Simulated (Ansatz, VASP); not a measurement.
# Te: VASP beside Ansatz

Contents of INCAR:

```
  PREC = Accurate
  ENCUT = 520
  EDIFF = 1E-6
  ISMEAR = -1
  SIGMA = 0.05
  LREAL = F
  LASPH = T
  NELM = 60
  ALGO = Normal
  ISIF = 2
  LWAVE = F
  LCHARG = F
  GGA = PS
  NBANDS = 16
```

Contents of KPOINTS:

```
Automatic mesh
0
Gamma
  7 7 5
```

File POSCAR:

```
Te
1.0
    3.7423024554     -2.1043494257      0.0000000000
    3.7423024554      2.1043494257      0.0000000000
   -0.0923660238      0.0000000000      5.8540953882
Te
3
Direct
    0.0000000000      0.0000000000      0.0000000000
    0.3094466100      0.3094466100      0.3388094900
    0.6905533900      0.6905533900      0.6611905100
```

Contents of input.yaml:

```yaml
crystal:
  lattice:
    - [3.7423024554, -2.1043494257, 0.0]
    - [3.7423024554, 2.1043494257, 0.0]
    - [-0.0923660238, 0.0, 5.8540953882]
  atoms:
    - { symbol: Te, position: [0.0, 0.0, 0.0] }
    - { symbol: Te, position: [0.30944661, 0.30944661, 0.33880949] }
    - { symbol: Te, position: [0.69055339, 0.69055339, 0.66119051] }
hamiltonian:
  xc: pbesol
  pseudopotentials: { kind: paw }
kpoints:
  mp_grid: { grid: [7, 7, 5] }
scf:
  occupations: { method: fermi_dirac, width: 0.05 }
output:
  forces: true
  stress: true
  eigenvalues: true
  write_density: true
  write_potential: true
  elf: true
  volumetric_format: npy
```

Alike in both runs: task single point; functional PBEsol; k mesh 7 × 7 × 5; occupations fermi-dirac, width 0.05 eV; no spin polarisation.

|  | VASP | Ansatz |
| --- | --- | --- |
| version | VASP 6.6.1 | Ansatz 0.2.0 |
| potentials or method | VASP PAW PBE potentials, release 64 (Te) | Ansatz PAW |
| plane-wave cutoff (eV) | 520 | 420 |
| valence electrons in the cell | 18 | 48 |

|  | VASP | Ansatz | Ansatz less VASP |
| --- | --- | --- | --- |
| gap on the k mesh at the Fermi level (eV) | none | none | - |
| pressure (GPa) | 1.6 | 1.5 | -0.07 |
| traceless stress, the component that is largest in VASP (GPa) | 0.51 | 0.48 | -0.027 |
| rms of the force components (eV/Å) | 0.135 | 0.129 | -0.0061 |

VASP's potentials were made for PBE, not for PBEsol. Atom by atom the forces differ by 0.006 eV/Å (rms over components). A gap of «none» marks a metal or a gap that the smearing closes. With one functional, cell and mesh, what is left measures potentials, basis and numerics. VASP's potentials hold 18 valence electrons a cell and Ansatz's 48, so a difference there can come from the potentials and not from the codes.

Neither program's run includes spin-orbit coupling.
